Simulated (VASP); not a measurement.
Runs of VASP 6.6.1 on ZrB. The structure is that of space group Fm-3m (No. 225), or close to it. The cells are those of the table. 

```csv
task,cell,k mesh,cutoff (eV),smearing,gap on the mesh (eV),pressure (GPa)
relaxation of cell and atoms,"relaxed from a = 3.468 Å, angles 60.0°, 2 atoms",14 × 14 × 14,600,fermi-dirac 0.15 eV,none,0.0
single point,"a = 3.433 Å, angles 60.0°, 2 atoms",14 × 14 × 14,520,gaussian 0.1 eV,none,5.3
single point,"a = 3.446 Å, angles 60.0°, 2 atoms",14 × 14 × 14,520,fermi-dirac 0.15 eV,none,3.5
single point,"a = 3.469 Å, angles 60.0°, 2 atoms",14 × 14 × 14,520,fermi-dirac 0.15 eV,none,0.1
single point,"a = 3.397 Å, angles 60.0°, 2 atoms",14 × 14 × 14,520,gaussian 0.1 eV,none,(a)
single point,"a = 3.502 Å, angles 60.0°, 2 atoms",14 × 14 × 14,520,gaussian 0.1 eV,none,-4.4
single point,"a = 3.492 Å, angles 60.0°, 2 atoms",14 × 14 × 14,520,fermi-dirac 0.15 eV,none,(b)
single point,"a = 3.468 Å, angles 60.0°, 2 atoms",14 × 14 × 14,520,gaussian 0.1 eV,none,0.1
```

Alike in all rows: level PBE; potentials or basis VASP PAW PBE potentials, release 64 (Zr_sv, B); no spin polarisation.

Task: Estimate the missing entries.

Result: (a) 11.3; (b) -2.9.

A k mesh can miss the band edges, and the runs leave out spin-orbit coupling on Zr.

A gap of «none» marks levels without a gap at the run's occupations.
